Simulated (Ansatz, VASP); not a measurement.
# One calculation of Re, two programs

```
Re
1.0
     2.61155    0.00000    0.00000
    -1.30577    2.26167    0.00000
     0.00000    0.00000    4.17583
Re
2
Direct
  0.33333 0.66667 0.25000
  0.66667 0.33333 0.75000
```

Change from the starting cell: volume scaled by 1.01.

Alike in both runs: task single point; functional PBE; k mesh 14 × 14 × 8; occupations fermi-dirac, width 0.05 eV; no spin polarisation.

|  | VASP | Ansatz |
| --- | --- | --- |
| version | VASP 6.6.1 | Ansatz 0.2.0 |
| potentials or method | VASP PAW PBE potentials, release 64 (Re), cutoff 520 eV | all-electron LAPW, scalar-relativistic |

```tsv
	VASP	Ansatz	Ansatz less VASP
pressure (GPa)	108.7	106.3	-2.44
traceless stress, the component that is largest in VASP (GPa)	5.39	5.45	+0.053
```

Both programs put the cell under a high pressure, so it lies far from rest at this level. Ansatz ran all-electron here, and VASP with PAW potentials.

Neither program's run includes spin-orbit coupling. Noted on VASP's run: the cell as given lies far from equilibrium.
